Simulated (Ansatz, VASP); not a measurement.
BN in VASP and in Ansatz

Contents of INCAR:

```
  PREC = Accurate
  ENCUT = 520
  EDIFF = 1E-6
  ISMEAR = 0
  SIGMA = 0.05
  LREAL = False
  LASPH = True
  NELM = 60
  ALGO = Normal
  ISIF = 2
  LWAVE = False
  LCHARG = False
  GGA = PE
  NBANDS = 11
```

Contents of KPOINTS:

```
regular mesh
0
Gamma
  12 12 12
```

The input POSCAR:

```
BN
1.0
    0.0000000000      1.8130010000      1.8130010000
    1.8130010000      0.0000000000      1.8130010000
    1.8130010000      1.8130010000      0.0000000000
B N
1 1
Direct
   -0.0243762545      0.0243762545      0.0000000000
    0.7500000000      0.7500000000      0.7500000000
```

Input for Ansatz:

```yaml
crystal:
  lattice:
    - [0.0, 1.813001, 1.813001]
    - [1.813001, 0.0, 1.813001]
    - [1.813001, 1.813001, 0.0]
  atoms:
    - { symbol: B, position: [-0.0243762545, 0.0243762545, 0.0] }
    - { symbol: "N", position: [0.75, 0.75, 0.75] }
basis:
  ecutwfc: 420
kpoints:
  mp_grid: { grid: [12, 12, 12] }
hamiltonian:
  xc: pbe
scf:
  occupations: { method: gaussian, width: 0.05 }
output:
  forces: true
  stress: true
  eigenvalues: true
```

Change from the starting cell: all B atoms moved +0.062 Å, as atom 1 along Cartesian [1 -1 0].

Alike in both runs: task single point; functional PBE; k mesh 12 × 12 × 12; occupations gaussian, width 0.05 eV; no spin polarisation.

|  | VASP | Ansatz |
| --- | --- | --- |
| version | VASP 6.6.1 | Ansatz 0.2.0 |
| potentials or method | VASP PAW PBE potentials, release 64 (B, N), cutoff 520 eV | scalar-relativistic, plane waves, PAW |
| valence electrons in the cell | 8 | 8 |

```csv
,VASP,Ansatz,Ansatz less VASP
gap on the k mesh at the Fermi level (eV),3.88,3.89,+0.012
least direct gap on the mesh (eV),7.86,7.87,+0.007
pressure (GPa),0.9,0.7,-0.23
"traceless stress, the component that is largest in VASP (GPa)",-1.22,-1.22,-0.004
rms of the force components (eV/Å),0.861,0.856,-0.0044
```

Atom by atom the forces differ by 0.004 eV/Å (rms over components).
